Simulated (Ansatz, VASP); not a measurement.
## One calculation of Li2AlGa4, two programs

The input INCAR:

```
SYSTEM = Li2AlGa4
ALGO = Normal
EDIFF = 1E-7
ENCUT = 520
GGA = PE
ISIF = 2
ISMEAR = 1
LASPH = .TRUE.
LCHARG = .FALSE.
LREAL = .FALSE.
LWAVE = .FALSE.
NBANDS = 40
NELM = 80
PREC = Accurate
SIGMA = 0.1414
```

Contents of KPOINTS:

```
k-points
0
G
  5 5 5
  0 0 0
```

The input POSCAR:

```
Li2AlGa4
1.0
   -3.2235750000      3.2235750000      2.6338030000
    3.2235750000     -3.2235750000      2.6338030000
    3.2235750000      3.2235750000     -2.6338030000
Al Ga Li
1 4 2
Direct
    0.0000000000      0.0000000000      0.0000000000
    0.3030000000      0.3030000000      0.6060000000
    0.3030000000      0.6970000000      0.0000000000
    0.6970000000      0.6970000000      0.3940000000
    0.6970000000      0.3030000000      0.0000000000
    0.7500000000      0.2500000000      0.5000000000
    0.2500000000      0.7500000000      0.5000000000
```

Input for Ansatz:

```yaml
crystal:
  lattice:
    - [-3.223575, 3.223575, 2.633803]
    - [3.223575, -3.223575, 2.633803]
    - [3.223575, 3.223575, -2.633803]
  atoms:
    - { symbol: Al, position: [0.0, 0.0, 0.0] }
    - { symbol: Ga, position: [0.303, 0.303, 0.606] }
    - { symbol: Ga, position: [0.303, 0.697, 0.0] }
    - { symbol: Ga, position: [0.697, 0.697, 0.394] }
    - { symbol: Ga, position: [0.697, 0.303, 0.0] }
    - { symbol: Li, position: [0.75, 0.25, 0.5] }
    - { symbol: Li, position: [0.25, 0.75, 0.5] }
  symmetry: { tolerance: 0.0003 }
kpoints:
  mp_grid: { grid: [5, 5, 5], shift: [0, 0, 0] }
magnetization:
  spin_polarized: false
scf:
  occupations: { method: methfessel_paxton, width: 0.1414 }
hamiltonian:
  pseudopotentials: { kind: paw }
  xc: pbe
basis:
  ecutwfc: 420
output:
  forces: true
  stress: true
  eigenvalues: true
```

Alike in both runs: task single point; functional PBE; k mesh 5 × 5 × 5; occupations methfessel-paxton of order 1, width 0.1414 eV; no spin polarisation.

|  | VASP | Ansatz |
| --- | --- | --- |
| version | VASP 6.6.1 | Ansatz 0.2.0 |
| potentials or method | VASP PAW PBE potentials, release 64 (Al, Ga_d, Li_sv), cutoff 520 eV | PAW plane waves |
| valence electrons in the cell | 61 | 61 |

```tsv
	VASP	Ansatz	Ansatz less VASP
gap on the k mesh at the Fermi level (eV)	none	none	-
rms of the force components (eV/Å)	0.055	0.051	-0.0039
```

Atom by atom the forces differ by 0.004 eV/Å (rms over components). A gap of «none» marks a metal or a gap that the smearing closes.

Noted on VASP's run: the cutoff is under 1.25 times that of the potentials, so the pressure is a little rough.
